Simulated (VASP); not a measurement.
Here is a VASP 6.6.1 calculation.

File INCAR:

```
SYSTEM = CaSe
  PREC = Accurate
  ENCUT = 520
  EDIFF = 1E-6
  ISMEAR = 0
  SIGMA = 0.01
  LREAL = .False.
  LASPH = .True.
  NELM = 100
  ALGO = Normal
  ISIF = 2
  LWAVE = .False.
  LCHARG = .False.
  GGA = PE
  NBANDS = 24
```

Contents of KPOINTS:

```
Automatic mesh
0
Gamma
  6 6 4
  0 0 0
```

File POSCAR:

```
CaSe
1.0
    5.0055965804      0.0000000000      0.0000000000
   -2.5027982902      4.3349737997      0.0000000000
    0.0000000000      0.0000000000      5.8757325013
Ca Se
2 2
Direct
    0.3333333333      0.6666666667     -0.0624992791
    0.6666666667      0.3333333333      0.4375007209
    0.3333333333      0.6666666667      0.4374992791
    0.6666666667      0.3333333333      0.9374992791
```

Potentials or basis: VASP PAW PBE potentials, release 64 (Ca_sv, Se).

Command:

```sh
$ cat potpaw_PBE.64/Ca_sv/POTCAR potpaw_PBE.64/Se/POTCAR > POTCAR
$ mpirun -np 1 vasp_std > vasp.out
```

Q: Estimate the pressure.

A: 0.6 GPa.

Q: Estimate the band gap on the k mesh.

A: 2.44 eV, indirect (least direct gap 2.57 eV).

A k mesh can miss the band edges. As with any semilocal functional, this PBE gap is likely too small.
